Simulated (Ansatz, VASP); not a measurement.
# La2LuN3: VASP beside Ansatz

Contents of INCAR:

```
SYSTEM = La2LuN3
PREC = Accurate
ENCUT = 600
EDIFF = 1E-6
ISMEAR = 0
SIGMA = 0.1
LREAL = .False.
LASPH = .True.
NELM = 60
ALGO = Normal
ISIF = 3
LWAVE = .False.
LCHARG = .False.
GGA = PE
IBRION = 2
NSW = 90
EDIFFG = -0.04
```

File KPOINTS:

```
Automatic mesh
0
Gamma
  4 4 6
  0 0 0
```

POSCAR

```
La2LuN3
1.0
    3.1956173600     -4.8730716000      0.0000000000
    3.1956173600      4.8730716000      0.0000000000
    0.0000000000      0.0000000000      3.1809073500
La Lu N
2 1 3
Direct
    0.2156325000      0.7843675000      0.0000000000
    0.7843675000      0.2156325000      0.0000000000
    0.5000000000      0.5000000000      0.0000000000
    0.0000000000      0.0000000000      0.0000000000
    0.5000000000      0.0000000000      0.5000000000
    0.0000000000      0.5000000000      0.5000000000
```

Input for Ansatz:

```yaml
crystal:
  lattice:
    - [3.19561736, -4.8730716, 0.0]
    - [3.19561736, 4.8730716, 0.0]
    - [0.0, 0.0, 3.18090735]
  atoms:
    - { symbol: La, position: [0.2156325, 0.7843675, 0.0] }
    - { symbol: La, position: [0.7843675, 0.2156325, 0.0] }
    - { symbol: Lu, position: [0.5, 0.5, 0.0] }
    - { symbol: "N", position: [0.0, 0.0, 0.0] }
    - { symbol: "N", position: [0.5, 0.0, 0.5] }
    - { symbol: "N", position: [0.0, 0.5, 0.5] }
basis:
  ecutwfc: 420
kpoints:
  mp_grid: { grid: [4, 4, 6] }
hamiltonian:
  xc: pbe
scf:
  occupations: { method: gaussian, width: 0.1 }
  lower_state_search: "off"
output:
  forces: true
  stress: true
  eigenvalues: true
relax:
  adjacent_minimum: "off"
  f_tol: 0.04
  max_steps: 70
  cell: { stress_tol: 0.4 }
```

Change from the starting cell: species swapped into the NaH2Pd3 type (Cmmm, No. 65).

Alike in both runs: task relaxation of cell and atoms; functional PBE; k mesh 4 × 4 × 6; occupations gaussian, width 0.1 eV; no spin polarisation.

|  | VASP | Ansatz |
| --- | --- | --- |
| version | VASP 6.6.1 | Ansatz 0.2.0 |
| potentials or method | VASP PAW PBE potentials, release 64 (La, Lu, N), cutoff 600 eV | scalar-relativistic, plane waves, PAW |
| valence electrons in the cell | 62 | 62 |

|  | VASP | Ansatz | Ansatz less VASP |
| --- | --- | --- | --- |
| gap on the k mesh at the Fermi level, each at its own relaxed structure (eV) | none | none | - |
| relaxed volume (Å³/atom) | 20.47 | 21.10 | +0.635 |
| relaxed length of the cell vector where the two differ most in proportion (Å) | 7.701 | 8.196 | +0.4949 |

A gap of «none» marks a metal or a gap that the smearing closes. One of these differences is far larger than is usual between the two programs; its cause wasn't traced.

Neither program's run includes spin-orbit coupling. Noted on VASP's run: the volume moved by over 15 % at a fixed basis, so the end points are rough.
